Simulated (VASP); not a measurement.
Input of a VASP 6.6.1 run:

The input INCAR:

```
  PREC = Accurate
  ENCUT = 520
  EDIFF = 1E-7
  ISMEAR = 0
  SIGMA = 0.15
  LREAL = False
  LASPH = True
  NELM = 100
  ALGO = Fast
  ISIF = 2
  LWAVE = False
  LCHARG = False
  GGA = PS
  NBANDS = 14
```

The input KPOINTS:

```
regular mesh
0
Gamma
  16 16 16
```

POSCAR

```
TiAl
1.0
    3.2301137554      0.0000000000      0.0000000000
    0.0000000000      3.2301137554      0.0000000000
    0.0000000000      0.0000000000      3.0130501110
Ti Al
1 1
Direct
    0.0000000000      0.0000000000      0.0000000000
    0.5000000000      0.5000000000      0.5000000000
```

Potentials or basis: VASP PAW PBE potentials, release 64 (Ti_sv, Al).

Launch:

```bash
$ cat potpaw_PBE.64/Ti_sv/POTCAR potpaw_PBE.64/Al/POTCAR > POTCAR
$ mpirun -np 1 vasp_std > vasp.out
```

Estimate the band gap on the k mesh.

zero (an odd number of electrons rules out a gap without spin polarisation).

What does it give for the pressure?

0.3 GPa.

Stress tensor (GPa, compression positive):
```
 0.78  0.00  0.00
 0.00  0.78  0.00
 0.00  0.00 -0.71
```

Caveat: the PAW data sets were made with another functional, which shifts forces and pressure a little.
